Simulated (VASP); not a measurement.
# Pt (Im-3m) in VASP: further runs

Pt is run at these levels: r2SCAN; tasks: single point.

Program: VASP 6.6.1. These are calculated values, not measurements. Logs are shortened: lines on timing, memory, paths and dates and some standing lists are left out, and cuts for length are marked.

## 1. The cell of the first run

The structure is cubic, space group Im-3m (No. 229). Conventional cell: a = 3.071 Å, b = 3.071 Å, c = 3.071 Å, α = 90.00°, β = 90.00°, γ = 90.00°. Within 3.5 Å of Pt (site symmetry m-3m) lie 14 Pt at 2.66 to 3.07 Å.

## 2. Single point, r2SCAN

File POSCAR:

```
Pt
1.0
   -1.5356916119      1.5356916119      1.5356916119
    1.5356916119     -1.5356916119      1.5356916119
    1.5356916119      1.5356916119     -1.5356916119
Pt
1
Direct
    0.0000000000      0.0000000000      0.0000000000
```

File INCAR.step1:

```
PREC     = Accurate       # precision mode
ENCUT    = 520            # plane-wave cutoff, eV
ISMEAR   = 1              # smearing method
SIGMA    = 0.1            # smearing width, eV
LREAL    = F              # projectors in reciprocal space
LASPH    = T              # aspherical terms in the spheres
NELM     = 100            # most SCF steps
NBANDS   = 11             # bands
GGA      = PE             # functional
ALGO     = Normal         # electronic algorithm
EDIFF    = 1E-4           # SCF threshold, eV
LWAVE    = T              # write WAVECAR
LCHARG   = F              # write CHGCAR
```

File INCAR.step2:

```
PREC     = Accurate       # precision mode
ENCUT    = 520            # plane-wave cutoff, eV
EDIFF    = 1E-7           # SCF threshold, eV
ISMEAR   = 1              # smearing method
SIGMA    = 0.1            # smearing width, eV
LREAL    = F              # projectors in reciprocal space
LASPH    = T              # aspherical terms in the spheres
NELM     = 100            # most SCF steps
ALGO     = Normal         # electronic algorithm
ISIF     = 2              # what is computed and relaxed
LWAVE    = F              # write WAVECAR
LCHARG   = T              # write CHGCAR
METAGGA  = R2SCAN         # meta-GGA
LMIXTAU  = T            
LELF     = T              # ELF
LVHAR    = T            
NBANDS   = 11             # bands
ISTART   = 1
```

File KPOINTS:

```
Automatic mesh
0
Gamma
  12 12 12
```

Potentials or basis: VASP PAW PBE potentials, release 64 (Pt).

Command:

```bash
$ cat potpaw_PBE.64/Pt/POTCAR > POTCAR
$ cp INCAR.step1 INCAR
$ mpirun -np 1 vasp_std > vasp.out
$ cp INCAR.step2 INCAR
$ mpirun -np 1 vasp_std > vasp.out
```

OUTCAR:

```text
PREC = Accurate
   ENCUT = 520
   EDIFF = 1E-7
   ISMEAR = 1
   LREAL = F
   LASPH = T
   NELM = 100
   ISIF = 2
   METAGGA = R2SCAN
   ISTART = 1

 ion  position               nearest neighbor table
   1  0.000  0.000  0.000-

  LATTYP: Found a body centered cubic cell.
 ALAT       =     3.0713832238

  Lattice vectors:

 A1 = (  -1.5356916119,   1.5356916119,   1.5356916119)
 A2 = (   1.5356916119,  -1.5356916119,   1.5356916119)
 A3 = (   1.5356916119,   1.5356916119,  -1.5356916119)

Analysis of symmetry for initial positions (statically):
=====================================================================
 Subroutine PRICEL returns:
 Original cell was already a primitive cell.

 Routine SETGRP: Setting up the symmetry group for a
 body centered cubic supercell.

 Subroutine GETGRP returns: Found 48 space group operations
 (whereof 48 operations were pure point group operations)
 out of a pool of 48 trial point group operations.

The static configuration has the point symmetry O_h .

Analysis of symmetry for dynamics (positions and initial velocities):
=====================================================================
 Subroutine PRICEL returns:
 Original cell was already a primitive cell.

 Routine SETGRP: Setting up the symmetry group for a
 body centered cubic supercell.

 Subroutine GETGRP returns: Found 48 space group operations
 (whereof 48 operations were pure point group operations)
 out of a pool of 48 trial point group operations.

The dynamic configuration has the point symmetry O_h .

 Subroutine INISYM returns: Found 48 space group operations
 (whereof 48 operations are pure point group operations),
 and found     1 'primitive' translations

----------------------------------------------------------------------------------------

                                     Primitive cell

  volume of cell :      14.4868

  direct lattice vectors                    reciprocal lattice vectors
    -1.535691612  1.535691612  1.535691612     0.000000000  0.325586202  0.325586202
     1.535691612 -1.535691612  1.535691612     0.325586202  0.000000000  0.325586202
     1.535691612  1.535691612 -1.535691612     0.325586202  0.325586202  0.000000000

  length of vectors
     2.659895897  2.659895897  2.659895897     0.460448423  0.460448423  0.460448423

  position of ions in fractional coordinates (direct lattice)
     0.000000000  0.000000000  0.000000000

  ion indices of the primitive-cell ions
   primitive index   ion index
                 1           1

----------------------------------------------------------------------------------------

 KPOINTS: Automatic mesh

Automatic generation of k-mesh.
 Grid dimensions read from file:
 generate k-points for:   12   12   12

 Generating k-lattice:

  Cartesian coordinates                     Fractional coordinates (reciprocal lattice)
     0.000000000  0.027132184  0.027132184     0.083333333  0.000000000  0.000000000
     0.027132184  0.000000000  0.027132184     0.000000000  0.083333333  0.000000000
     0.027132184  0.027132184  0.000000000     0.000000000  0.000000000  0.083333333

  Length of vectors
     0.038370702  0.038370702  0.038370702

  Shift w.r.t. Gamma in fractional coordinates (k-lattice)
     0.000000000  0.000000000  0.000000000

 Subroutine IBZKPT returns following result:
 ===========================================

 Found     72 irreducible k-points:

 Following reciprocal coordinates:
            Coordinates               Weight
  0.000000  0.000000  0.000000      1.000000
  0.083333  0.000000  0.000000     12.000000
  0.166667  0.000000  0.000000     12.000000
  0.250000  0.000000  0.000000     12.000000
  0.333333  0.000000  0.000000     12.000000
  0.416667  0.000000  0.000000     12.000000
[... 16 lines left out ...]
  0.333333  0.083333  0.083333     24.000000
  0.416667  0.083333  0.083333     12.000000
 [... further k-points ...]
   k-points           NKPTS =     72   k-points in BZ     NKDIM =     72   number of bands    NBANDS=     11
   number of dos      NEDOS =    301   number of ions     NIONS =      1
   total plane-waves  NPLWV =   8000
   dimension x,y,z NGX =    20 NGY =   20 NGZ =   20
   dimension x,y,z NGXF=    40 NGYF=   40 NGZF=   40
   ions per type =               1
   NGX,Y,Z   is equivalent  to a cutoff of  12.50, 12.50, 12.50 a.u.
   NGXF,Y,Z  is equivalent  to a cutoff of  25.00, 25.00, 25.00 a.u.
 SYSTEM =  unknown system
   PREC   = accura    normal or accurate (medium, high low for compatibility)
   ISTART =      1    job   : 0-new  1-cont  2-samecut
   ICHARG =      0    charge: 1-file 2-atom 10-const
   ISPIN  =      1    spin polarized calculation?
   LNONCOLLINEAR =      F non collinear calculations
   LSORBIT =      F    spin-orbit coupling
   LASPH  =      T    aspherical Exc in radial PAW
   ENCUT  =  520.0 eV  38.22 Ry    6.18 a.u.   4.95  4.95  4.95*2*pi/ulx,y,z
   NELM   =    100;   NELMIN=  2; NELMDL=  0     # of ELM steps
   EDIFF  = 0.1E-06   stopping-criterion for ELM
   LREAL  =      F    real-space projection
   EDIFFG = 0.1E-05   stopping-criterion for IOM
   NSW    =      0    number of steps for IOM
   IBRION =     -1    ionic relax: 0-MD 1-quasi-New 2-CG
   NFREE  =      0    steps in history (QN), initial steepest desc. (CG)
   ISIF   =      2    stress and relaxation
   ISYM   =      2    0-nonsym 1-usesym 2-fastsym
   POTIM  = 0.5000    time-step for ionic-motion
   TEBEG  =    0.0;   TEEND  =   0.0 temperature during run
   PSTRESS=    0.0 pullay stress
   NELECT =      10.0000    total number of electrons
   NUPDOWN=      -1.0000    fix difference up-down
   EMIN   =  10.00;   EMAX   =-10.00  energy-range for DOS
   EFERMI =   0.00;   METHOD = LEGACY
   ISMEAR =     1;   SIGMA  =   0.10  broadening in eV -4-tet -1-fermi 0-gaus
   EFERMI_NEDOS =   21; number of points for ismear=-14 and -15
   IALGO  =     38    algorithm
   IMIX   =      4    mixing-type and parameters
     AMIX     =   0.40;   BMIX     =  1.00
     AMIX_MAG =   1.60;   BMIX_MAG =  1.00
  volume/ion in A,a.u.               =      14.49        97.76
  Fermi-wavevector in a.u.,A,eV,Ry     =   1.446830  2.734112 28.481305  2.093317
  Thomas-Fermi vector in A             =   2.564854
   LORBIT       =      0    0 simple, 1 ext, 2 COOP (PROOUT), +10 PAW based schemes
   METAGGA = R2SCAN    functional components
   LHFCALC =     F    Hartree Fock is set to
   AEXX    =    0.0000 exact exchange contribution
   IVDW    =     0    specifies the selected vdW correction
   LEPSILON=     F    determine dielectric tensor
   LRPA    =     F    only Hartree local field effects (RPA)
 non-spin polarized calculation
 Methfessel and Paxton  Order N= 1 SIGMA  =   0.10
  energy-cutoff  :      520.00
  volume of cell :       14.49
 maximum number of plane-waves:       402
   NGX =  9   NGY =  9   NGZ =  9

 number of electron      10.0000003 magnetization

 Free energy of the ion-electron system (eV)
  ---------------------------------------------------
  ext. energy  EPLUGINS =         0.00000000
  ---------------------------------------------------
  free energy    TOTEN  =       -51.36142023 eV

  energy without entropy =      -51.36217940  energy(sigma->0) =      -51.36167329

 E-fermi :  11.4605     XC(G=0): -14.8951

 val. band max:       11.4482303652   @ k =   0.5000   0.5000   0.4167
 cond. band min:      11.5448179756   @ k =  -0.4167  -0.4167   0.1667
 fundamental gap:      0.0965876105
 Fermi energy:        11.4604534206

 k-point     1 :       0.0000    0.0000    0.0000
  band No.  band energies     occupation
      1       0.8687      2.00000
      2       7.4514      2.00000
      3       7.4514      2.00000
      4       7.4514      2.00000
      5      10.2988      2.00000
      6      10.2988      2.00000
      7      29.6085      0.00000
      8      29.6085      0.00000
      9      29.6085      0.00000
     10      41.1901      0.00000
     11      41.1901      0.00000

 k-point     2 :       0.0833    0.0000    0.0000
  band No.  band energies     occupation
      1       1.1876      2.00000
      2       7.3202      2.00000
      3       7.4486      2.00000
      4       7.7180      2.00000
      5      10.1329      2.00000
      6      10.3074      2.00000
      7      29.7627      0.00000
      8      29.9206      0.00000
      9      30.0901      0.00000
     10      38.2507      0.00000
     11      39.0030      0.00000

 k-point     3 :       0.1667    0.0000    0.0000
  band No.  band energies     occupation
      1       2.0691      2.00000
      2       6.9777      2.00000
      3       7.4125      2.00000
      4       8.4902      2.00000
      5       9.8536      2.00000
      6      10.3429      2.00000
      7      29.7599      0.00000
      8      29.9366      0.00000
      9      31.4615      0.00000
     10      36.2980      0.00000
     11      36.5010      0.00000

 k-point     4 :       0.2500    0.0000    0.0000
  band No.  band energies     occupation
      1       3.1930      2.00000
      2       6.5427      2.00000
      3       7.5073      2.00000
      4       9.6769      2.00000
      5       9.8097      2.00000
      6      10.4207      2.00000
      7      27.6427      0.00000
      8      28.7076      0.00000
      9      33.5225      0.00000
     10      35.6428      0.00000
     11      36.3676      0.00000
[... 239 lines left out ...]
 k-point    22 :       0.2500    0.0833    0.0833
  band No.  band energies     occupation
      1       4.4773      2.00000
      2       6.0873      2.00000
      3       7.3714      2.00000
      4      10.1131      2.00000
      5      10.5404      2.00000
      6      12.5693     -0.00000
      7      23.8433      0.00000
      8      27.1318      0.00000
      9      28.8788      0.00000
     10      34.4476      0.00000
     11      40.2715      0.00000

 k-point    23 :       0.3333    0.0833    0.0833
  band No.  band energies     occupation
      1       4.5018      2.00000
      2       5.8526      2.00000
      3       8.8281      2.00000
      4      10.2561      2.00000
      5      10.6669      2.00000
      6      14.3261      0.00000
      7      20.3701      0.00000
      8      26.0662      0.00000
      9      27.5875      0.00000
     10      36.6915      0.00000
     11      38.6171      0.00000

 k-point    24 :       0.4167    0.0833    0.0833
  band No.  band energies     occupation
      1       4.4420      2.00000
      2       5.7719      2.00000
      3       9.6823      2.00000
      4      10.2830      2.00000
      5      10.7129      2.00000
      6      15.4159      0.00000
      7      18.5541      0.00000
      8      25.6852      0.00000
      9      27.0089      0.00000
     10      37.8538      0.00000
     11      37.9751      0.00000

 [... further k-points ...]
[... 5 lines left out ...]
  --------------------------------------------------------------------------------------
  -------------------------------------------------------------------------------------
  Total        1.9109994      1.9109994      1.9109994      0.0000000     -0.0000000      0.0000000
  in kB      211.3484643    211.3484643    211.3484643      0.0000000     -0.0000000      0.0000000
  external PRESSURE =     211.3484643 kB  Pullay stress =       0.0000000 kB

 VOLUME and BASIS-vectors are now :
 -----------------------------------------------------------------------------
  energy-cutoff  :      520.00
  volume of cell :       14.49
      direct lattice vectors                 reciprocal lattice vectors
    -1.535691612  1.535691612  1.535691612     0.000000000  0.325586202  0.325586202
     1.535691612 -1.535691612  1.535691612     0.325586202  0.000000000  0.325586202
     1.535691612  1.535691612 -1.535691612     0.325586202  0.325586202  0.000000000

 POSITION                                       TOTAL-FORCE (eV/Angst)
 -----------------------------------------------------------------------------------
      0.00000      0.00000      0.00000        -0.000000     -0.000000     -0.000000
 -----------------------------------------------------------------------------------
    total drift:                                0.000000      0.000000      0.000000

  FREE ENERGIE OF THE ION-ELECTRON SYSTEM (eV)
  ---------------------------------------------------
  free  energy   TOTEN  =       -51.3614202323 eV

  energy  without entropy=      -51.3621794031  energy(sigma->0) =      -51.36167329
```

Run time: 21 s. Hardware: 1 thread of Intel Xeon 6975P-C (Granite Rapids), shared host; peak memory 0.13 GiB.

What came out:

- Free energy: -51.3614 eV
- Pressure: 21.1 GPa
- Band gap on the k mesh: zero (band 5 reaches 12.83 eV, above the bottom of band 6 at 10.12 eV)

Caveat: the PAW data sets were made with another functional, which shifts forces and pressure a little; spin-orbit coupling is left out, which moves the levels of the heavy elements.

## 3. Single point, r2SCAN

This run uses another cell than the first one, of 14.92 Å³/atom, 1.030 times its volume.

File POSCAR:

```
Pt
1.0
   -1.5508171855      1.5508171855      1.5508171855
    1.5508171855     -1.5508171855      1.5508171855
    1.5508171855      1.5508171855     -1.5508171855
Pt
1
Direct
    0.0000000000      0.0000000000      0.0000000000
```

File INCAR.step1:

```
SYSTEM = Pt
ALGO     = Normal         ! electronic algorithm
EDIFF    = 1E-4           ! SCF threshold, eV
ENCUT    = 520            ! plane-wave cutoff, eV
GGA      = PE             ! functional
ISMEAR   = 1              ! smearing method
LASPH    = .True.         ! aspherical terms in the spheres
LCHARG   = .False.        ! write CHGCAR
LREAL    = .False.        ! projectors in reciprocal space
LWAVE    = .True.         ! write WAVECAR
NBANDS   = 11             ! bands
NELM     = 100            ! most SCF steps
PREC     = Accurate       ! precision mode
SIGMA    = 0.1            ! smearing width, eV
```

File INCAR.step2:

```
SYSTEM = Pt
ALGO     = Normal         ! electronic algorithm
EDIFF    = 1E-6           ! SCF threshold, eV
ENCUT    = 520            ! plane-wave cutoff, eV
ISIF     = 2              ! what is computed and relaxed
ISMEAR   = 1              ! smearing method
ISTART   = 1            
LASPH    = .True.         ! aspherical terms in the spheres
LCHARG   = .False.        ! write CHGCAR
LMIXTAU  = .True.       
LREAL    = .False.        ! projectors in reciprocal space
LWAVE    = .False.        ! write WAVECAR
METAGGA  = R2SCAN         ! meta-GGA
NBANDS   = 11             ! bands
NELM     = 100            ! most SCF steps
PREC     = Accurate       ! precision mode
SIGMA    = 0.1            ! smearing width, eV
```

File KPOINTS:

```
k-points
0
Gamma
  12 12 12
  0 0 0
```

Potentials or basis: VASP PAW PBE potentials, release 64 (Pt).

Command:

```bash
$ cat potpaw_PBE.64/Pt/POTCAR > POTCAR
$ cp INCAR.step1 INCAR
$ mpirun -np 1 vasp_std > vasp.out
$ cp INCAR.step2 INCAR
$ mpirun -np 1 vasp_std > vasp.out
```

Wall time 17 s (1 thread of Intel Xeon 6975P-C (Granite Rapids), shared host); peak memory 0.13 GiB.

The run converged. Its results:

| Property | Result |
| --- | --- |
| Free energy | -51.4044 eV |
| Pressure | 10.9 GPa |
| Band gap on the k mesh | zero (band 5 reaches 12.19 eV, above the bottom of band 6 at 9.62 eV) |

Levels at points of the mesh, in eV from the Fermi level:
```csv
k point,band 1,band 2,band 3,band 4,band 5,band 6,band 7,band 8,band 9,band 10
"(0.00, 0.00, 0.00)",-10.26,-3.83,-3.83,-3.83,-1.11,-1.11,18.17,18.17,18.17,29.34
"(0.50, 0.00, 0.00)",-7.25,-5.44,-1.28,-0.74,0.37,1.34,7.25,14.18,17.26,25.70
"(0.50, 0.50, 0.50)",-6.81,-6.81,0.74,0.74,0.74,8.37,8.37,8.37,14.46,20.82
```

Caveat: the PAW data sets were made with another functional, which shifts forces and pressure a little; spin-orbit coupling is left out, which moves the levels of the heavy elements.

(Continued in part 2 of 2.)
